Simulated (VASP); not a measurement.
Set up this calculation in VASP 6.6.1, as the native input.

```
Task                   : single point
Functional             : PBE
Potentials or basis    : VASP PAW PBE potentials, release 64 (Sn_d, O)
Cutoff                 : 520 eV
k mesh                 : 6 × 6 × 6
Occupations            : fermi-dirac, width 0.02 eV
Spin                   : no spin polarisation
Dipole correction      : no
Further INCAR settings : ALGO = Normal; EDIFF = 1e-07; NBANDS = 28
```

The structure of SnO (Romarchite) lies in POSCAR:

```
SnO
1.0
    3.7926488446      0.0000000000      0.0000000000
    0.0000000000      3.7926488446      0.0000000000
    0.0000000000      0.0000000000      4.7582137846
Sn O
2 2
Direct
    0.5000000000      0.0000000000      0.2410340871
    0.0000000000      0.5000000000      0.7589659129
    0.0000000000      0.0000000000      0.0000000000
    0.5000000000      0.5000000000      0.0000000000
```

One way to write it, as run:

INCAR

```
ALGO = Normal
EDIFF = 1E-7
ENCUT = 520
GGA = PE
ISIF = 2
ISMEAR = -1
LASPH = True
LCHARG = False
LREAL = False
LWAVE = False
NBANDS = 28
NELM = 60
PREC = Accurate
SIGMA = 0.02
```

KPOINTS

```
k-points
0
Gamma
  6 6 6
```

Potentials or basis: VASP PAW PBE potentials, release 64 (Sn_d, O).

The run is started by

```console
$ cat potpaw_PBE.64/Sn_d/POTCAR potpaw_PBE.64/O/POTCAR > POTCAR
$ mpirun -np 1 vasp_std > vasp.out
```

Results of the run:

* Pressure: 5.6 GPa
* Largest force: 0.583 eV/Å
* Band gap on the k mesh: zero (band 20 reaches 7.50 eV, above the bottom of band 21 at 7.44 eV)

Caveat: spin-orbit coupling is left out, which moves the levels of the heavy elements.

Run time: 78 s on 1 thread of Intel(R) Xeon(R) Platinum 8259CL CPU @ 2.50GHz (Skylake/Cascade Lake), on a shared host, peak memory 0.2 GiB.
